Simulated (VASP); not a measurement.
# InAs (rock salt) (Fm-3m) in VASP: single point with PBEsol

Aim: the single point of InAs (rock salt) with PBEsol.

Program: VASP 6.6.1. These are calculated values, not measurements. Logs are shortened: lines on timing, memory, paths and dates and some standing lists are left out, and cuts for length are marked.

**1. The cell of the first run**

It takes space group Fm-3m (No. 225, cubic). Conventional cell: a = 5.743 Å, b = 5.743 Å, c = 5.743 Å, α = 90.00°, β = 90.00°, γ = 90.00°. Within 3.8 Å of In (site symmetry m-3m) lie 6 As at 2.87 Å. Within 3.8 Å of As (site symmetry m-3m) lie 6 In at 2.87 Å.

**2. Single point, PBEsol (volume scaled by 1.05)**

Contents of INCAR:

```
SYSTEM = InAs
PREC = Accurate ; ENCUT = 520
EDIFF = 1E-6 ; ISMEAR = 0
SIGMA = 0.1 ; LREAL = .False.
LASPH = .True. ; NELM = 60
ALGO = Normal ; ISIF = 2
LWAVE = .False. ; LCHARG = .False.
GGA = PS ; NBANDS = 16
```

Contents of KPOINTS:

```
regular mesh
0
Gamma
  20 20 20
  0 0 0
```

Contents of POSCAR:

```
InAs
1.0
    0.0000000000      2.8713197080      2.8713197080
    2.8713197080      0.0000000000      2.8713197080
    2.8713197080      2.8713197080      0.0000000000
In As
1 1
Direct
    0.0000000000      0.0000000000      0.0000000000
    0.5000000000      0.5000000000      0.5000000000
```

Potentials or basis: VASP PAW PBE potentials, release 64 (In_d, As).

Started as:

```bash
cat potpaw_PBE.64/In_d/POTCAR potpaw_PBE.64/As/POTCAR > POTCAR
mpirun -np 1 vasp_std > vasp.out
```

OUTCAR:

```text
SYSTEM = InAs
   PREC = Accurate
   ENCUT = 520
   EDIFF = 1E-6
   ISMEAR = 0
   LREAL = .False.
   LASPH = .True.
   NELM = 60
   ISIF = 2
   GGA = PS

 ion  position               nearest neighbor table
   1  0.000  0.000  0.000-   2 2.87   2 2.87   2 2.87   2 2.87   2 2.87   2 2.87
   2  0.500  0.500  0.500-   1 2.87   1 2.87   1 2.87   1 2.87   1 2.87   1 2.87

  LATTYP: Found a face centered cubic cell.
 ALAT       =     5.7426394160

  Lattice vectors:

 A1 = (   0.0000000000,   2.8713197080,   2.8713197080)
 A2 = (   2.8713197080,   0.0000000000,   2.8713197080)
 A3 = (   2.8713197080,   2.8713197080,   0.0000000000)

Analysis of symmetry for initial positions (statically):
=====================================================================
 Subroutine PRICEL returns:
 Original cell was already a primitive cell.

 Routine SETGRP: Setting up the symmetry group for a
 face centered cubic supercell.

 Subroutine GETGRP returns: Found 48 space group operations
 (whereof 48 operations were pure point group operations)
 out of a pool of 48 trial point group operations.

The static configuration has the point symmetry O_h .

Analysis of symmetry for dynamics (positions and initial velocities):
=====================================================================
 Subroutine PRICEL returns:
 Original cell was already a primitive cell.

 Routine SETGRP: Setting up the symmetry group for a
 face centered cubic supercell.

 Subroutine GETGRP returns: Found 48 space group operations
 (whereof 48 operations were pure point group operations)
 out of a pool of 48 trial point group operations.

The dynamic configuration has the point symmetry O_h .

 Subroutine INISYM returns: Found 48 space group operations
 (whereof 48 operations are pure point group operations),
 and found     1 'primitive' translations

----------------------------------------------------------------------------------------

                                     Primitive cell

  volume of cell :      47.3451

  direct lattice vectors                    reciprocal lattice vectors
     0.000000000  2.871319708  2.871319708    -0.174135955  0.174135955  0.174135955
     2.871319708  0.000000000  2.871319708     0.174135955 -0.174135955  0.174135955
     2.871319708  2.871319708  0.000000000     0.174135955  0.174135955 -0.174135955

  length of vectors
     4.060659273  4.060659273  4.060659273     0.301612322  0.301612322  0.301612322

  position of ions in fractional coordinates (direct lattice)
     0.000000000  0.000000000  0.000000000
     0.500000000  0.500000000  0.500000000

  ion indices of the primitive-cell ions
   primitive index   ion index
                 1           1
                 2           2

----------------------------------------------------------------------------------------

 KPOINTS: regular mesh

Automatic generation of k-mesh.
 Grid dimensions read from file:
 generate k-points for:   20   20   20

 Generating k-lattice:

  Cartesian coordinates                     Fractional coordinates (reciprocal lattice)
    -0.008706798  0.008706798  0.008706798     0.050000000  0.000000000  0.000000000
     0.008706798 -0.008706798  0.008706798     0.000000000  0.050000000  0.000000000
     0.008706798  0.008706798 -0.008706798     0.000000000  0.000000000  0.050000000

  Length of vectors
     0.015080616  0.015080616  0.015080616

  Shift w.r.t. Gamma in fractional coordinates (k-lattice)
     0.000000000  0.000000000  0.000000000

 Subroutine IBZKPT returns following result:
 ===========================================

 Found    256 irreducible k-points:

 Following reciprocal coordinates:
            Coordinates               Weight
  0.000000  0.000000  0.000000      1.000000
  0.050000  0.000000  0.000000      8.000000
  0.100000  0.000000  0.000000      8.000000
  0.150000  0.000000  0.000000      8.000000
  0.200000  0.000000  0.000000      8.000000
  0.250000  0.000000  0.000000      8.000000
[... 16 lines left out ...]
 -0.400000  0.050000  0.000000     24.000000
 -0.350000  0.050000  0.000000     24.000000
 [... further k-points ...]
   k-points           NKPTS =    256   k-points in BZ     NKDIM =    256   number of bands    NBANDS=     16
   number of dos      NEDOS =    301   number of ions     NIONS =      2
   total plane-waves  NPLWV =  27000
   dimension x,y,z NGX =    30 NGY =   30 NGZ =   30
   dimension x,y,z NGXF=    60 NGYF=   60 NGZF=   60
   ions per type =               1   1
   NGX,Y,Z   is equivalent  to a cutoff of  12.28, 12.28, 12.28 a.u.
   NGXF,Y,Z  is equivalent  to a cutoff of  24.56, 24.56, 24.56 a.u.
 SYSTEM =  InAs
   PREC   = accura    normal or accurate (medium, high low for compatibility)
   ISTART =      0    job   : 0-new  1-cont  2-samecut
   ICHARG =      2    charge: 1-file 2-atom 10-const
   ISPIN  =      1    spin polarized calculation?
   LNONCOLLINEAR =      F non collinear calculations
   LSORBIT =      F    spin-orbit coupling
   LASPH  =      T    aspherical Exc in radial PAW
   ENCUT  =  520.0 eV  38.22 Ry    6.18 a.u.   7.55  7.55  7.55*2*pi/ulx,y,z
   NELM   =     60;   NELMIN=  2; NELMDL= -5     # of ELM steps
   EDIFF  = 0.1E-05   stopping-criterion for ELM
   LREAL  =      F    real-space projection
   EDIFFG = 0.1E-04   stopping-criterion for IOM
   NSW    =      0    number of steps for IOM
   IBRION =     -1    ionic relax: 0-MD 1-quasi-New 2-CG
   NFREE  =      0    steps in history (QN), initial steepest desc. (CG)
   ISIF   =      2    stress and relaxation
   ISYM   =      2    0-nonsym 1-usesym 2-fastsym
   POTIM  = 0.5000    time-step for ionic-motion
   TEBEG  =    0.0;   TEEND  =   0.0 temperature during run
   PSTRESS=    0.0 pullay stress
   NELECT =      18.0000    total number of electrons
   NUPDOWN=      -1.0000    fix difference up-down
   EMIN   =  10.00;   EMAX   =-10.00  energy-range for DOS
   EFERMI =   0.00;   METHOD = LEGACY
   ISMEAR =     0;   SIGMA  =   0.10  broadening in eV -4-tet -1-fermi 0-gaus
   EFERMI_NEDOS =   21; number of points for ismear=-14 and -15
   IALGO  =     38    algorithm
   IMIX   =      4    mixing-type and parameters
     AMIX     =   0.40;   BMIX     =  1.00
     AMIX_MAG =   1.60;   BMIX_MAG =  1.00
  volume/ion in A,a.u.               =      23.67       159.75
  Fermi-wavevector in a.u.,A,eV,Ry     =   1.185971  2.241160 19.136969  1.406528
  Thomas-Fermi vector in A             =   2.322154
   LORBIT       =      0    0 simple, 1 ext, 2 COOP (PROOUT), +10 PAW based schemes
   GGA     = PS    functional components
   LHFCALC =     F    Hartree Fock is set to
   AEXX    =    0.0000 exact exchange contribution
   IVDW    =     0    specifies the selected vdW correction
   LEPSILON=     F    determine dielectric tensor
   LRPA    =     F    only Hartree local field effects (RPA)
 non-spin polarized calculation
 Gauss-broadening in eV      SIGMA  =   0.10
  energy-cutoff  :      520.00
  volume of cell :       47.35
 maximum number of plane-waves:      1298
   NGX = 15   NGY = 15   NGZ = 15

 number of electron      17.9999999 magnetization

 Free energy of the ion-electron system (eV)
  ---------------------------------------------------
  ext. energy  EPLUGINS =         0.00000000
  ---------------------------------------------------
  free energy    TOTEN  =        -8.19670524 eV

  energy without entropy =       -8.19034647  energy(sigma->0) =       -8.19352586

 E-fermi :   5.8282     XC(G=0): -10.2794

 val. band max:        5.8280529334   @ k =  -0.4500   0.3000   0.0000
 cond. band min:       5.8311517997   @ k =   0.3000   0.0500   0.0000
 fundamental gap:      0.0030988663
 Fermi energy:         5.8282150966

 k-point     1 :       0.0000    0.0000    0.0000
  band No.  band energies     occupation
      1      -8.3863      2.00000
      2      -8.3863      2.00000
      3      -8.3642      2.00000
      4      -8.3642      2.00000
      5      -8.3642      2.00000
      6      -6.3104      2.00000
[... 8 lines left out ...]
     15      13.3202      0.00000
     16      13.3202      0.00000

 k-point     2 :       0.0500    0.0000    0.0000
  band No.  band energies     occupation
      1      -8.3873      2.00000
      2      -8.3873      2.00000
      3      -8.3643      2.00000
      4      -8.3632      2.00000
      5      -8.3632      2.00000
      6      -6.2830      2.00000
[... 8 lines left out ...]
     15      13.2758      0.00000
     16      13.4282      0.00000

 k-point     3 :       0.1000    0.0000    0.0000
  band No.  band energies     occupation
      1      -8.3903      2.00000
      2      -8.3903      2.00000
      3      -8.3644      2.00000
      4      -8.3598      2.00000
      5      -8.3598      2.00000
      6      -6.2012      2.00000
[... 8 lines left out ...]
     15      13.4012      0.00000
     16      13.4012      0.00000

 k-point     4 :       0.1500    0.0000    0.0000
  band No.  band energies     occupation
      1      -8.3957      2.00000
      2      -8.3957      2.00000
      3      -8.3648      2.00000
      4      -8.3539      2.00000
      5      -8.3539      2.00000
      6      -6.0670      2.00000
[... 8 lines left out ...]
     15      13.6784      0.00000
     16      13.6784      0.00000
[... 324 lines left out ...]
 k-point    22 :      -0.4500    0.0500    0.0000
  band No.  band energies     occupation
      1      -8.4409      2.00000
      2      -8.4364      2.00000
      3      -8.3699      2.00000
      4      -8.3090      2.00000
      5      -8.3083      2.00000
      6      -4.6222      2.00000
[... 8 lines left out ...]
     15      17.1443      0.00000
     16      17.9332      0.00000

 k-point    23 :      -0.4000    0.0500    0.0000
  band No.  band energies     occupation
      1      -8.4364      2.00000
      2      -8.4347      2.00000
      3      -8.3693      2.00000
      4      -8.3126      2.00000
      5      -8.3112      2.00000
      6      -4.7776      2.00000
[... 8 lines left out ...]
     15      16.3831      0.00000
     16      17.4866      0.00000

 k-point    24 :      -0.3500    0.0500    0.0000
  band No.  band energies     occupation
      1      -8.4307      2.00000
      2      -8.4297      2.00000
      3      -8.3685      2.00000
      4      -8.3193      2.00000
      5      -8.3160      2.00000
      6      -5.0153      2.00000
[... 8 lines left out ...]
     15      15.6414      0.00000
     16      16.7614      0.00000

 [... further k-points ...]

------------------------ aborting loop because EDIFF is reached ----------------------------------------

  FORCE on cell =-STRESS in cart. coord.  units (eV):
  Direction    XX          YY          ZZ          XY          YZ          ZX
  --------------------------------------------------------------------------------------
  -------------------------------------------------------------------------------------
  Total       -0.8575887     -0.8575887     -0.8575887      0.0000000     -0.0000000     -0.0000000
  in kB      -29.0211743    -29.0211743    -29.0211743      0.0000000     -0.0000000     -0.0000000
  external PRESSURE =     -29.0211743 kB  Pullay stress =       0.0000000 kB

 VOLUME and BASIS-vectors are now :
 -----------------------------------------------------------------------------
  energy-cutoff  :      520.00
  volume of cell :       47.35
      direct lattice vectors                 reciprocal lattice vectors
     0.000000000  2.871319708  2.871319708    -0.174135955  0.174135955  0.174135955
     2.871319708  0.000000000  2.871319708     0.174135955 -0.174135955  0.174135955
     2.871319708  2.871319708  0.000000000     0.174135955  0.174135955 -0.174135955

 POSITION                                       TOTAL-FORCE (eV/Angst)
 -----------------------------------------------------------------------------------
      0.00000      0.00000      0.00000        -0.000000      0.000000      0.000000
      2.87132      2.87132      2.87132         0.000000     -0.000000     -0.000000
 -----------------------------------------------------------------------------------
    total drift:                               -0.000000      0.000000      0.000000

  FREE ENERGIE OF THE ION-ELECTRON SYSTEM (eV)
  ---------------------------------------------------
  free  energy   TOTEN  =        -8.1967052431 eV

  energy  without entropy=       -8.1903464726  energy(sigma->0) =       -8.19352586
```

Run time: 3.9 min. Hardware: 1 thread of Intel Xeon 8259CL, shared host; peak memory 0.33 GiB.

What came out:

| Quantity | Value |
| --- | --- |
| Free energy | -8.1967 eV |
| Pressure | -2.9 GPa |
| Band gap on the k mesh | zero (band 9 reaches 6.23 eV, above the bottom of band 10 at 3.59 eV) |

Caveat: the PAW data sets were made with another functional, which shifts forces and pressure a little; spin-orbit coupling is left out, which moves the levels of the heavy elements.
